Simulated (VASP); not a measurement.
SrCl2, 3 atoms in the cell. The structure is cubic, space group Fm-3m (No. 225). Conventional cell: a = 7.038 Å, b = 7.038 Å, c = 7.038 Å, α = 90.00°, β = 90.00°, γ = 90.00°. Sr (site symmetry m-3m) has 8 Cl at 3.05 Å within 4.0 Å. Cl (site symmetry -43m) has 4 Sr at 3.05 Å and 6 Cl at 3.52 Å within 4.0 Å. 

| Quantity | Value |
| --- | --- |
| Program | VASP 6.6.1 |
| Task | single point |
| Functional | PBE |
| Potentials or basis | VASP PAW PBE potentials, release 64 (Sr_sv, Cl) |
| Cutoff | 520 eV |
| k mesh | 6 × 6 × 6 |
| Occupations | gaussian, width 0.05 eV |
| Spin | no spin polarisation |
| Dipole correction | no |
| Further INCAR settings | ALGO = Normal; EDIFF = 1e-06; NBANDS = 19 |

Potentials or basis: VASP PAW PBE potentials, release 64 (Sr_sv, Cl).

Command:

```bash
$ cat potpaw_PBE.64/Sr_sv/POTCAR potpaw_PBE.64/Cl/POTCAR > POTCAR
$ mpirun -np 1 vasp_std > vasp.out
```

Hardware: 1 thread of Intel(R) Xeon(R) Platinum 8559C (Emerald Rapids) (shared host).

Q: Estimate the wall time of this run.

A: Run time: 24 s on 1 thread of Intel(R) Xeon(R) Platinum 8559C (Emerald Rapids), with other jobs on the host, peak memory 0.23 GiB. Counts: scf iterations 14, k points 16.
